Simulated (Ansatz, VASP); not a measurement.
# Two plane-wave programs on BaTiO3

```
Ba Ti O
1.0
     3.98571    0.00000    0.00000
     0.00000    3.98571    0.00000
     0.00000    0.00000    4.00903
Ba Ti O
1 1 3
Direct
  0.00000 0.00000 0.00000
  0.50000 0.50000 0.50210
  0.50000 0.50000 0.98470
  0.50000 0.00000 0.51300
  0.00000 0.50000 0.51300
```

Alike in both runs: task single point; functional r2SCAN; k mesh 7 × 7 × 6; no spin polarisation.

```csv
,VASP,Ansatz
version,VASP 6.6.1,Ansatz 0.2.0
potentials or method,"VASP PAW PBE potentials, release 64 (Ba_sv, Ti_sv, O), cutoff 520 eV",PAW plane waves
occupations,"fermi-dirac, width 0.1 eV",fermi-dirac
valence electrons in the cell,40,40
```

|  | VASP | Ansatz | Ansatz less VASP |
| --- | --- | --- | --- |
| pressure (GPa) | 2.5 | 0.5 | -2.01 |
| traceless stress, the component that is largest in VASP (GPa) | -0.50 | -0.52 | -0.016 |
| rms of the force components (eV/Å) | 0.328 | 0.321 | -0.0071 |

VASP's potentials were made for PBE, not for r2SCAN. Atom by atom the forces differ by 0.024 eV/Å (rms over components).

Neither program's run includes spin-orbit coupling.
